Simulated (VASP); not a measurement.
# BN (P6_3mc) in VASP: notebook, part 2 of 2

VASP 6.6.1. The steps go on from the part before.

### 3 Single point, r2SCAN (strain +0.030 along x and y, -0.030 along z)

POSCAR

```
BN
1.0
    2.6202855191      0.0000000000      0.0000000000
   -1.3101427595      2.2692338247      0.0000000000
    0.0000000000      0.0000000000      4.0815125866
B N
2 2
Direct
    0.6666666667      0.3333333333      0.9997995909
    0.3333333333      0.6666666667      0.4997995909
    0.6666666667      0.3333333333      0.6252004091
    0.3333333333      0.6666666667      0.1252004091
```

INCAR.step1

```
SYSTEM = BN
  PREC = Accurate
  ENCUT = 520
  ISMEAR = 0
  SIGMA = 0.05
  LREAL = .False.
  LASPH = .True.
  NELM = 100
  NBANDS = 16
  GGA = PE
  ALGO = Normal
  EDIFF = 1E-4
  LWAVE = .True.
  LCHARG = .False.
```

INCAR.step2

```
SYSTEM = BN
  PREC = Accurate
  ENCUT = 520
  EDIFF = 1E-7
  ISMEAR = 0
  SIGMA = 0.05
  LREAL = .False.
  LASPH = .True.
  NELM = 100
  ALGO = Normal
  ISIF = 2
  LWAVE = .False.
  LCHARG = .True.
  METAGGA = R2SCAN
  LMIXTAU = .True.
  LELF = .True.
  LVHAR = .True.
  NBANDS = 16
  ISTART = 1
```

KPOINTS

```
Automatic mesh
0
Gamma
  12 12 6
  0 0 0
```

Potentials or basis: VASP PAW PBE potentials, release 64 (B, N).

The run is started by

```console
$ cat potpaw_PBE.64/B/POTCAR potpaw_PBE.64/N/POTCAR > POTCAR
$ cp INCAR.step1 INCAR
$ mpirun -np 1 vasp_std > vasp.out
$ cp INCAR.step2 INCAR
$ mpirun -np 1 vasp_std > vasp.out
```

It took 95 s on 1 thread of Intel Xeon Platinum 8259CL at 2.50GHz (Skylake/Cascade Lake), shared host; peak memory 0.15 GiB.

Results (log left out):

```yaml
Free_energy: -38.0759 eV
Pressure: -7.6 GPa
Largest_force: 0.108 eV/Å
Band_gap_on_the_k_mesh: 5.95 eV, indirect (least direct gap 8.28 eV)
```

Forces on the atoms (eV/Å):
```
B    0.000  0.000  0.108
B    0.000  0.000  0.108
N    0.000  0.000 -0.108
N    0.000  0.000 -0.108
```

Stress tensor (GPa, compression positive):
```
-26.96   0.00   0.00
  0.00 -26.96   0.00
  0.00   0.00  30.98
```

Levels at points of the mesh, in eV from the valence-band top:
| k point | band 4 | band 5 | band 6 | band 7 | band 8 | band 9 | band 10 | band 11 | band 12 | band 13 |
| --- | --- | --- | --- | --- | --- | --- | --- | --- | --- | --- |
| (0.00, 0.00, 0.00) | -2.62 | -2.62 | -0.18 | 0.00 | 0.00 | 8.40 | 8.40 | 8.65 | 10.27 | 11.32 |
| (0.50, 0.00, 0.00) | -7.46 | -7.13 | -5.40 | -4.54 | -1.88 | 6.55 | 8.87 | 10.81 | 11.72 | 15.25 |
| (0.00, 0.00, 0.50) | -5.34 | -1.47 | -1.47 | -1.47 | -1.47 | 9.07 | 9.07 | 10.14 | 10.14 | 10.14 |
| (0.50, 0.00, 0.50) | -10.17 | -3.94 | -3.94 | -3.33 | -3.33 | 7.12 | 7.12 | 11.01 | 11.01 | 14.98 |

Caveat: the cell differs from its parent crystal (strain +0.030 along x and y, -0.030 along z); the PAW data sets were made with another functional, which shifts forces and pressure a little. A k mesh can miss the band edges.

### 4 Single point, r2SCAN (strain +0.015 along x and y, +0.000 along z)

POSCAR

```
BN
1.0
    2.5821260212      0.0000000000      0.0000000000
   -1.2910630106      2.2361867302      0.0000000000
    0.0000000000      0.0000000000      4.2077449346
B N
2 2
Direct
    0.6666666667      0.3333333333      0.9997995909
    0.3333333333      0.6666666667      0.4997995909
    0.6666666667      0.3333333333      0.6252004091
    0.3333333333      0.6666666667      0.1252004091
```

INCAR.step1

```
ALGO     = Normal         # electronic algorithm
EDIFF    = 1E-4           # SCF threshold, eV
ENCUT    = 520            # plane-wave cutoff, eV
GGA      = PE             # functional
ISMEAR   = 0              # smearing method
LASPH    = T              # aspherical terms in the spheres
LCHARG   = F              # write CHGCAR
LREAL    = F              # projectors in reciprocal space
LWAVE    = T              # write WAVECAR
NBANDS   = 16             # bands
NELM     = 80             # most SCF steps
PREC     = Accurate       # precision mode
SIGMA    = 0.05           # smearing width, eV
```

INCAR.step2

```
ALGO     = Normal         # electronic algorithm
EDIFF    = 1E-6           # SCF threshold, eV
ENCUT    = 520            # plane-wave cutoff, eV
ISIF     = 2              # what is computed and relaxed
ISMEAR   = 0              # smearing method
ISTART   = 1            
LASPH    = T              # aspherical terms in the spheres
LCHARG   = F              # write CHGCAR
LMIXTAU  = T            
LREAL    = F              # projectors in reciprocal space
LWAVE    = F              # write WAVECAR
METAGGA  = R2SCAN         # meta-GGA
NBANDS   = 16             # bands
NELM     = 80             # most SCF steps
PREC     = Accurate       # precision mode
SIGMA    = 0.05           # smearing width, eV
```

KPOINTS

```
k-points
0
Gamma
  12 12 6
```

The run is started by

```console
$ cat potpaw_PBE.64/B/POTCAR potpaw_PBE.64/N/POTCAR > POTCAR
$ cp INCAR.step1 INCAR
$ mpirun -np 1 vasp_std > vasp.out
$ cp INCAR.step2 INCAR
$ mpirun -np 1 vasp_std > vasp.out
```

Wall time 75 s (1 thread of Intel Xeon Platinum 8259CL at 2.50GHz (Skylake/Cascade Lake), shared host); peak memory 0.15 GiB.

It converged, with:

- Free energy: -38.2372 eV
- Pressure: -9.9 GPa
- Largest force: 0.007 eV/Å
- Band gap on the k mesh: 5.81 eV, indirect (least direct gap 8.72 eV)

Forces in eV/Å, atoms in the order of the input:
```
B    0.000  0.000  0.007
B    0.000  0.000  0.007
N    0.000  0.000 -0.007
N    0.000  0.000 -0.007
```

Stress tensor (GPa, compression positive):
```
-14.53   0.00   0.00
  0.00 -14.53   0.00
  0.00   0.00  -0.65
```

Levels at points of the mesh, in eV from the valence-band top:
```
           k point  band 4  band 5  band 6  band 7  band 8  band 9  band 10  band 11  band 12  band 13
(0.00, 0.00, 0.00)   -2.26   -2.26   -0.22    0.00    0.00    8.81     8.81     9.54     9.63    10.91
(0.50, 0.00, 0.00)   -7.85   -7.06   -5.12   -4.42   -2.07    7.03     8.60    11.12    11.87    13.93
(0.00, 0.00, 0.50)   -5.71   -1.25   -1.25   -1.25   -1.25    9.74     9.74    10.43    10.43    10.43
(0.50, 0.00, 0.50)  -10.17   -3.83   -3.83   -3.55   -3.55    7.12     7.12    10.60    10.60    15.01
```

Caveat: the cell differs from its parent crystal (strain +0.015 along x and y, +0.000 along z); the PAW data sets were made with another functional, which shifts forces and pressure a little.

### 5 Single point, r2SCAN (strain +0.030 along x and y, -0.015 along z)

POSCAR

```
BN
1.0
    2.6202855191      0.0000000000      0.0000000000
   -1.3101427595      2.2692338247      0.0000000000
    0.0000000000      0.0000000000      4.1446287606
B N
2 2
Direct
    0.6666666667      0.3333333333      0.9997995909
    0.3333333333      0.6666666667      0.4997995909
    0.6666666667      0.3333333333      0.6252004091
    0.3333333333      0.6666666667      0.1252004091
```

INCAR.step1

```
SYSTEM = BN
ALGO = Normal
EDIFF = 1E-4
ENCUT = 520
GGA = PE
ISMEAR = 0
LASPH = .TRUE.
LCHARG = .FALSE.
LREAL = .FALSE.
LWAVE = .TRUE.
NBANDS = 16
NELM = 60
PREC = Accurate
SIGMA = 0.05
```

INCAR.step2

```
SYSTEM = BN
ALGO = Normal
EDIFF = 1E-6
ENCUT = 520
ISIF = 2
ISMEAR = 0
ISTART = 1
LASPH = .TRUE.
LCHARG = .TRUE.
LELF = .TRUE.
LMIXTAU = .TRUE.
LREAL = .FALSE.
LVHAR = .TRUE.
LWAVE = .FALSE.
METAGGA = R2SCAN
NBANDS = 16
NELM = 60
PREC = Accurate
SIGMA = 0.05
```

KPOINTS

```
k-points
0
G
  12 12 6
  0 0 0
```

The run is started by

```console
$ cat potpaw_PBE.64/B/POTCAR potpaw_PBE.64/N/POTCAR > POTCAR
$ cp INCAR.step1 INCAR
$ mpirun -np 1 vasp_std > vasp.out
$ cp INCAR.step2 INCAR
$ mpirun -np 1 vasp_std > vasp.out
```

Wall time 76 s (1 thread of Intel Xeon Platinum 8259CL at 2.50GHz (Skylake/Cascade Lake), shared host); peak memory 0.15 GiB.

Results (log left out):

| Item | Value |
| --- | --- |
| Free energy | -38.1286 eV |
| Pressure | -13.9 GPa |
| Largest force | 0.024 eV/Å |
| Band gap on the k mesh | 5.92 eV, indirect (least direct gap 8.37 eV) |

Forces in eV/Å, atoms in the order of the input:
```
B    0.000  0.000  0.024
B    0.000  0.000  0.024
N    0.000  0.000 -0.024
N    0.000  0.000 -0.024
```

Stress tensor (GPa, compression positive):
```
-27.53   0.00   0.00
  0.00 -27.53   0.00
  0.00   0.00  13.46
```

Levels at points of the mesh, in eV from the valence-band top:
```
           k point  band 5  band 6  band 7  band 8  band 9  band 10  band 11  band 12
(0.00, 0.00, 0.00)   -2.46   -0.18    0.00    0.00    8.48     8.48     8.77    10.22
(0.50, 0.00, 0.00)   -7.03   -5.22   -4.42   -1.92    6.66     8.73    10.84    11.63
(0.00, 0.00, 0.50)   -1.37   -1.37   -1.37   -1.37    9.15     9.15    10.16    10.16
(0.50, 0.00, 0.50)   -3.84   -3.84   -3.37   -3.37    7.08     7.08    10.74    10.74
```

Caveat: the cell differs from its parent crystal (strain +0.030 along x and y, -0.015 along z); the PAW data sets were made with another functional, which shifts forces and pressure a little.

### 6 Overview

```tsv
cell	gap on the mesh (eV)	pressure (GPa)	largest force (eV/Å)
a = 2.544, b = 2.544, c = 4.334 Å, angles 90.0, 90.0, 120.0°, 4 atoms	5.65	-9.6	0.10
a = 2.620, b = 2.620, c = 4.082 Å, angles 90.0, 90.0, 120.0°, 4 atoms	5.95	-7.6	0.11
a = 2.582, b = 2.582, c = 4.208 Å, angles 90.0, 90.0, 120.0°, 4 atoms	5.81	-9.9	0.01
a = 2.620, b = 2.620, c = 4.145 Å, angles 90.0, 90.0, 120.0°, 4 atoms	5.92	-13.9	0.02
```

Alike in all rows: task single point; level r2SCAN; potentials or basis VASP PAW PBE potentials, release 64 (B, N); no spin polarisation; k mesh 12 × 12 × 6; cutoff (eV) 520; smearing gaussian 0.05 eV.

Caveats: the PAW data sets were made with another functional, which shifts forces and pressure a little.

Total energies depend on the potentials used, so only differences within one code and one set of settings carry meaning.
